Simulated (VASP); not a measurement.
# HgTe (Coloradoite) (F-43m) in VASP: further runs, part 2 of 3

VASP 6.6.1.

## 3. Electric field gradients, PBE

The input, INCAR:

```
  PREC = Accurate
  ENCUT = 520
  EDIFF = 1E-8
  ISMEAR = -1
  SIGMA = 0.05
  LREAL = False
  LASPH = True
  NELM = 100
  ALGO = Normal
  ISIF = 2
  LWAVE = False
  LCHARG = False
  GGA = PE
  LEFG = True
  NBANDS = 16
```

The input, KPOINTS:

```
regular mesh
0
Gamma
  7 7 7
```

The input, POSCAR:

```
HgTe
1.0
    0.0000000000      3.2145000000      3.2145000000
    3.2145000000      0.0000000000      3.2145000000
    3.2145000000      3.2145000000      0.0000000000
Hg Te
1 1
Direct
    0.0000000000      0.0000000000      0.0000000000
    0.7500000000      0.7500000000      0.7500000000
```

Potentials or basis: VASP PAW PBE potentials, release 64 (Hg, Te).

The run is started by

```sh
> cat potpaw_PBE.64/Hg/POTCAR potpaw_PBE.64/Te/POTCAR > POTCAR
> mpirun -np 1 vasp_std > vasp.out
```

OUTCAR:

```text
PREC = Accurate
   ENCUT = 520
   EDIFF = 1E-8
   ISMEAR = -1
   LREAL = False
   LASPH = True
   NELM = 100
   ISIF = 2
   GGA = PE

 ion  position               nearest neighbor table
   1  0.000  0.000  0.000-   2 2.78   2 2.78   2 2.78   2 2.78
   2  0.750  0.750  0.750-   1 2.78   1 2.78   1 2.78   1 2.78

  LATTYP: Found a face centered cubic cell.
 ALAT       =     6.4290000000

  Lattice vectors:

 A1 = (   0.0000000000,   3.2145000000,   3.2145000000)
 A2 = (   3.2145000000,   0.0000000000,   3.2145000000)
 A3 = (   3.2145000000,   3.2145000000,   0.0000000000)

Analysis of symmetry for initial positions (statically):
=====================================================================
 Subroutine PRICEL returns:
 Original cell was already a primitive cell.

 Routine SETGRP: Setting up the symmetry group for a
 face centered cubic supercell.

 Subroutine GETGRP returns: Found 24 space group operations
[... 560 lines left out ...]
  volume of cell :       66.43
      direct lattice vectors                 reciprocal lattice vectors
     0.000000000  3.214500000  3.214500000    -0.155545186  0.155545186  0.155545186
     3.214500000  0.000000000  3.214500000     0.155545186 -0.155545186  0.155545186
     3.214500000  3.214500000  0.000000000     0.155545186  0.155545186 -0.155545186

 POSITION                                       TOTAL-FORCE (eV/Angst)
 -----------------------------------------------------------------------------------
      0.00000      0.00000      0.00000         0.000000      0.000000     -0.000000
      4.82175      4.82175      4.82175        -0.000000     -0.000000      0.000000
 -----------------------------------------------------------------------------------
    total drift:                                0.000000      0.000000      0.000000

  FREE ENERGIE OF THE ION-ELECTRON SYSTEM (eV)
  ---------------------------------------------------
  free  energy   TOTEN  =        -3.5517651880 eV

  energy  without entropy=       -3.5510784138  energy(sigma->0) =       -3.55142180

 Electric field gradients (V/A^2)
---------------------------------------------------------------------
 ion       V_xx      V_yy      V_zz      V_xy      V_xz      V_yz
---------------------------------------------------------------------
   1       0.000     0.000     0.000    -0.000    -0.000    -0.000
   2       0.000     0.000    -0.000    -0.000    -0.000    -0.000
---------------------------------------------------------------------

 Electric field gradients after diagonalization (V/A^2)
 (convention: |V_zz| > |V_xx| > |V_yy|)
----------------------------------------------------------------------
 ion       V_xx      V_yy      V_zz     asymmetry (V_yy - V_xx)/ V_zz
----------------------------------------------------------------------
   1       0.000     0.000    -0.001       0.000
   2       0.000     0.000    -0.000       0.000
----------------------------------------------------------------------

           NMR quadrupolar parameters

 Cq : quadrupolar parameter    Cq=e*Q*V_zz/h
 eta: asymmetry parameters     (V_yy - V_xx)/ V_zz
 Q  : nuclear electric quadrupole moment in mb (millibarn)
----------------------------------------------------------------------
 ion       Cq(MHz)       eta       Q (mb)
----------------------------------------------------------------------
   1      -0.000       0.000       1.000
   2      -0.000       0.000       1.000
----------------------------------------------------------------------
```

OSZICAR:

```text
N       E                     dE             d eps       ncg     rms          rms(c)
DAV:   1     0.105536223551E+03    0.10554E+03   -0.78884E+03   640   0.966E+02
DAV:   2    -0.141764036407E+00   -0.10568E+03   -0.97556E+02   736   0.228E+02
DAV:   3    -0.373628277957E+01   -0.35945E+01   -0.35872E+01   792   0.434E+01
DAV:   4    -0.376746616589E+01   -0.31183E-01   -0.31182E-01   944   0.382E+00
DAV:   5    -0.376754038662E+01   -0.74221E-04   -0.74220E-04   816   0.174E-01    0.796E+00
DAV:   6    -0.356064672434E+01    0.20689E+00   -0.40226E-01   728   0.868E+00    0.626E+00
DAV:   7    -0.355255049686E+01    0.80962E-02   -0.10299E-01   728   0.222E+00    0.223E+00
DAV:   8    -0.355170421214E+01    0.84628E-03   -0.11402E-02   704   0.123E+00    0.565E-01
DAV:   9    -0.355172168441E+01   -0.17472E-04   -0.72861E-04   808   0.313E-01    0.137E-01
DAV:  10    -0.355175175227E+01   -0.30068E-04   -0.86821E-05   736   0.814E-02    0.505E-02
DAV:  11    -0.355176776500E+01   -0.16013E-04   -0.38504E-05   768   0.485E-02    0.426E-02
DAV:  12    -0.355176543873E+01    0.23263E-05   -0.46835E-06   736   0.201E-02    0.208E-02
DAV:  13    -0.355176524236E+01    0.19638E-06   -0.75306E-07   776   0.433E-03    0.676E-03
DAV:  14    -0.355176511222E+01    0.13014E-06   -0.32587E-07   712   0.559E-03    0.466E-03
DAV:  15    -0.355176513027E+01   -0.18048E-07   -0.40597E-08   808   0.150E-03    0.279E-03
DAV:  16    -0.355176519648E+01   -0.66213E-07   -0.60405E-09   560   0.570E-04    0.410E-04
DAV:  17    -0.355176518803E+01    0.84490E-08   -0.16689E-09   432   0.250E-04
   1 F= -.35517652E+01 E0= -.35514218E+01  d E =-.686774E-03
```

stdout:

```text
POSCAR found type information on POSCAR HgTe
 POSCAR found :  2 types and       2 ions
 scaLAPACK will be used
 LDA part: xc-table for (Slater+PW92), standard interpolation
 POSCAR, INCAR and KPOINTS ok, starting setup
 FFT: planning ... GRIDC
 FFT: planning ... GRID_SOFT
 FFT: planning ... GRID
 WAVECAR not read
 entering main loop
ion   1

ion   2
```

It took 12 s on 1 thread of Intel Xeon 6975P-C (Granite Rapids), shared host; peak memory 0.2 GiB.

Results:

```
Free energy            : -3.5518 eV
Pressure               : 4.6 GPa
Band gap on the k mesh : zero (filled and empty bands touch)
```

Levels at points of the mesh, in eV from the Fermi level:
| k point | band 7 | band 8 | band 9 | band 10 | band 11 | band 12 |
| --- | --- | --- | --- | --- | --- | --- |
| (0.00, 0.00, 0.00) | -0.73 | -0.04 | -0.04 | -0.04 | 4.16 | 4.16 |

Caveat: without QUAD_EFG the Cq values of the log hold for a quadrupole moment of 1 mb, not for the nuclei; spin-orbit coupling is left out, which moves the levels of the heavy elements.

## 4. Vibrations by perturbation theory, PBEsol

The input, INCAR:

```
SYSTEM = HgTe
ALGO = Normal
EDIFF = 1E-8
ENCUT = 520
GGA = PS
IBRION = 8
ISIF = 2
ISMEAR = -1
LASPH = .TRUE.
LCHARG = .FALSE.
LREAL = .FALSE.
LWAVE = .FALSE.
NBANDS = 16
NELM = 80
NSW = 1
PREC = Accurate
SIGMA = 0.05
```

The input, KPOINTS:

```
k-points
0
G
  7 7 7
  0 0 0
```

POSCAR is that of step 3.

Potentials or basis: VASP PAW PBE potentials, release 64 (Hg, Te).

The run is started by

```sh
> cat potpaw_PBE.64/Hg/POTCAR potpaw_PBE.64/Te/POTCAR > POTCAR
> mpirun -np 1 vasp_std > vasp.out
```

OUTCAR:

```text
SYSTEM = HgTe
   EDIFF = 1E-8
   ENCUT = 520
   GGA = PS
   IBRION = 8
   ISIF = 2
   ISMEAR = -1
   LASPH = .TRUE.
   LREAL = .FALSE.
   NELM = 80
   NSW = 1
   PREC = Accurate

 ion  position               nearest neighbor table
   1  0.000  0.000  0.000-   2 2.78   2 2.78   2 2.78   2 2.78
   2  0.750  0.750  0.750-   1 2.78   1 2.78   1 2.78   1 2.78

  LATTYP: Found a face centered cubic cell.
 ALAT       =     6.4290000000

  Lattice vectors:

 A1 = (   0.0000000000,   3.2145000000,   3.2145000000)
 A2 = (   3.2145000000,   0.0000000000,   3.2145000000)
 A3 = (   3.2145000000,   3.2145000000,   0.0000000000)

Analysis of symmetry for initial positions (statically):
=====================================================================
 Subroutine PRICEL returns:
 Original cell was already a primitive cell.

 Routine SETGRP: Setting up the symmetry group for a
 face centered cubic supercell.

 Subroutine GETGRP returns: Found 24 space group operations
 (whereof 24 operations were pure point group operations)
 out of a pool of 48 trial point group operations.

The static configuration has the point symmetry T_d .

Analysis of symmetry for dynamics (positions and initial velocities):
=====================================================================
 Subroutine PRICEL returns:
 Original cell was already a primitive cell.

 Routine SETGRP: Setting up the symmetry group for a
 face centered cubic supercell.

 Subroutine GETGRP returns: Found 24 space group operations
 (whereof 24 operations were pure point group operations)
 out of a pool of 48 trial point group operations.

The dynamic configuration has the point symmetry T_d .

 Subroutine INISYM returns: Found 24 space group operations
 (whereof 24 operations are pure point group operations),
 and found     1 'primitive' translations

----------------------------------------------------------------------------------------

                                     Primitive cell

  volume of cell :      66.4309

  direct lattice vectors                    reciprocal lattice vectors
     0.000000000  3.214500000  3.214500000    -0.155545186  0.155545186  0.155545186
     3.214500000  0.000000000  3.214500000     0.155545186 -0.155545186  0.155545186
     3.214500000  3.214500000  0.000000000     0.155545186  0.155545186 -0.155545186

  length of vectors
     4.545989496  4.545989496  4.545989496     0.269412165  0.269412165  0.269412165

  position of ions in fractional coordinates (direct lattice)
     0.000000000  0.000000000  0.000000000
     0.750000000  0.750000000  0.750000000

[... 118 lines left out ...]

  energy without entropy =       -4.35530415  energy(sigma->0) =       -4.35564496

 E-fermi :   3.1702     XC(G=0):  -9.0110

 val. band max:        3.1299663990   @ k =   0.0000   0.0000   0.0000
 cond. band min:       3.7855586576   @ k =   0.4286   0.0000   0.0000
 fundamental gap:      0.6555922586
 Fermi energy:         3.1701584442

 k-point     1 :       0.0000    0.0000    0.0000
  band No.  band energies     occupation
      1      -9.0137      2.00000
      2      -4.3167      2.00000
      3      -4.3167      2.00000
      4      -4.3167      2.00000
      5      -3.7612      2.00000
      6      -3.7612      2.00000
[... 359 lines left out ...]
      5      -3.7766      2.00000
      6      -3.1893      2.00000
[... 8 lines left out ...]
     15      13.1797      0.00000
     16      14.9472      0.00000

------------------------ aborting loop because EDIFF is reached ----------------------------------------

  FORCE on cell =-STRESS in cart. coord.  units (eV):
  Direction    XX          YY          ZZ          XY          YZ          ZX
  --------------------------------------------------------------------------------------
  -------------------------------------------------------------------------------------
  Total        0.7862694      0.7862694      0.7862694      0.0000000      0.0000000      0.0000000
  in kB       18.9632011     18.9632011     18.9632011      0.0000000      0.0000000      0.0000000
  external PRESSURE =      18.9632011 kB  Pullay stress =       0.0000000 kB

 VOLUME and BASIS-vectors are now :
 -----------------------------------------------------------------------------
  energy-cutoff  :      520.00
  volume of cell :       66.43
      direct lattice vectors                 reciprocal lattice vectors
     0.000000000  3.214500000  3.214500000    -0.155545186  0.155545186  0.155545186
     3.214500000  0.000000000  3.214500000     0.155545186 -0.155545186  0.155545186
     3.214500000  3.214500000  0.000000000     0.155545186  0.155545186 -0.155545186

 POSITION                                       TOTAL-FORCE (eV/Angst)
 -----------------------------------------------------------------------------------
      0.00000      0.00000      0.00000        -0.000000     -0.000000      0.000000
      4.82175      4.82175      4.82175         0.000000      0.000000     -0.000000
 -----------------------------------------------------------------------------------
    total drift:                                0.000000      0.000000      0.000000

  FREE ENERGIE OF THE ION-ELECTRON SYSTEM (eV)
  ---------------------------------------------------
  free  energy   TOTEN  =        -4.3559857719 eV

  energy  without entropy=       -4.3553041472  energy(sigma->0) =       -4.35564496

[... ionic steps 2 to 3 ...]

--------------------------------------- Ionic step        4  -------------------------------------------

------------------------ aborting loop because EDIFF is reached ----------------------------------------

[... ionic steps 5 to 6 ...]

--------------------------------------- Ionic step        7  -------------------------------------------

 Free energy of the ion-electron system (eV)
  ---------------------------------------------------
  ---------------------------------------------------
  free energy    TOTEN  =        -0.04778624 eV

  energy without entropy =       -0.04778624

------------------------ aborting loop because EDIFF is reached ----------------------------------------

 INTERNAL STRAIN TENSOR  FOR ION    2  DIRECTION 1   (eV/Angst):
 -----------------------------------------------------------------------------
     0.00336  0.00000  0.00000
     0.00000  0.00483  6.08991
     0.00000  6.08991  0.00483

 INTERNAL STRAIN TENSOR FOR ION    2 for displacements in x,y,z  (eV/Angst):
          X           Y           Z          XY          YZ          ZX
  --------------------------------------------------------------------------------
  x    -0.00000    -0.00000    -0.00000     0.00000     6.08991     0.00000
  y     0.00000    -0.00000     0.00000     0.00000     0.00000     6.08991
  z    -0.00000    -0.00000    -0.00000     6.08991     0.00000     0.00000

 SECOND DERIVATIVES (NOT SYMMETRIZED)
 ------------------------------------
               1X          1Y          1Z          2X          2Y          2Z
  1X    -4.150166    0.000000    0.000000    4.150166    0.000000    0.000000
  1Y     0.000000   -4.150166    0.000000    0.000000    4.150166    0.000000
  1Z     0.000000    0.000000   -4.150166    0.000000    0.000000    4.150166
  2X     4.149119    0.000000    0.000000   -4.149119    0.000000    0.000000
  2Y     0.000000    4.149119    0.000000    0.000000   -4.149119    0.000000
  2Z     0.000000    0.000000    4.149119    0.000000    0.000000   -4.149119

 Eigenvectors and eigenvalues of the dynamical matrix
 ----------------------------------------------------

   1 f  =    3.606058 THz    22.657529 2PiTHz  120.285136 cm-1    14.913449 meV
             X         Y         Z           dx          dy          dz
      0.000000  0.000000  0.000000    -0.054497   -0.462577    0.414622
      4.821750  4.821750  4.821750     0.068320    0.579908   -0.519789
[... 21 lines left out ...]
   6 f/i=    0.000222 THz     0.001394 2PiTHz    0.007403 cm-1     0.000918 meV
             X         Y         Z           dx          dy          dz
      0.000000  0.000000  0.000000     0.136950   -0.242197    0.730566
      4.821750  4.821750  4.821750     0.109241   -0.193194    0.582753

--------------------------------------------------------------------------------------------------------

 ELASTIC MODULI CONTR FROM IONIC RELAXATION (kBar)
 Direction    XX          YY          ZZ          XY          YZ          ZX
 --------------------------------------------------------------------------------
 XX          -0.0000      0.0000      0.0000      0.0000     -0.0000     -0.0000
 YY           0.0000     -0.0000     -0.0000      0.0000      0.0000     -0.0000
 ZZ           0.0000     -0.0000     -0.0000     -0.0000      0.0000     -0.0000
 XY           0.0000      0.0000     -0.0000   -225.1229      0.0000      0.0000
 YZ          -0.0000      0.0000      0.0000      0.0000   -225.1229      0.0000
 ZX          -0.0000     -0.0000     -0.0000      0.0000      0.0000   -225.1229
 --------------------------------------------------------------------------------
```

OSZICAR:

```text
N       E                     dE             d eps       ncg     rms          rms(c)
DAV:   1     0.104383883332E+03    0.10438E+03   -0.78748E+03   640   0.966E+02
DAV:   2    -0.979860897023E+00   -0.10536E+03   -0.97125E+02   736   0.227E+02
DAV:   3    -0.456570483729E+01   -0.35858E+01   -0.35784E+01   800   0.432E+01
DAV:   4    -0.459632429362E+01   -0.30619E-01   -0.30618E-01   920   0.378E+00
[... 39 lines left out ...]
RMM:   8    -0.477860769632E-01   -0.47906E-06    0.15111E-08  3484   0.266E-04    0.103E-04
RMM:   9    -0.477861683267E-01   -0.91363E-07   -0.23233E-08  3240   0.968E-05    0.241E-05
RMM:  10    -0.477862261315E-01   -0.57805E-07   -0.10403E-08  3565   0.271E-05    0.113E-05
RMM:  11    -0.477862421542E-01   -0.16023E-07    0.65207E-09  3530   0.764E-06    0.229E-06
RMM:  12    -0.477862424943E-01   -0.34012E-09    0.12773E-09  2822   0.204E-06    0.251E-07
 Linear response finished
```

Wall time 1.8 min (1 thread of Intel Xeon 6975P-C (Granite Rapids), shared host); peak memory 0.34 GiB.

What came out:

* Highest phonon frequency at Γ, LO-TO splitting left out: 120 cm⁻¹

Phonon frequencies in cm⁻¹ (negative: imaginary):
| q point | frequencies |
| --- | --- |
| (0.000, 0.000, 0.000) | 0 0 0 120 120 120 |

Caveat: the cell wasn't relaxed at this level first, which shifts response properties; the PAW data sets were made with another functional, which shifts forces and pressure a little; spin-orbit coupling is left out, which moves the levels of the heavy elements.

(Part 2 of 3 ends here.)
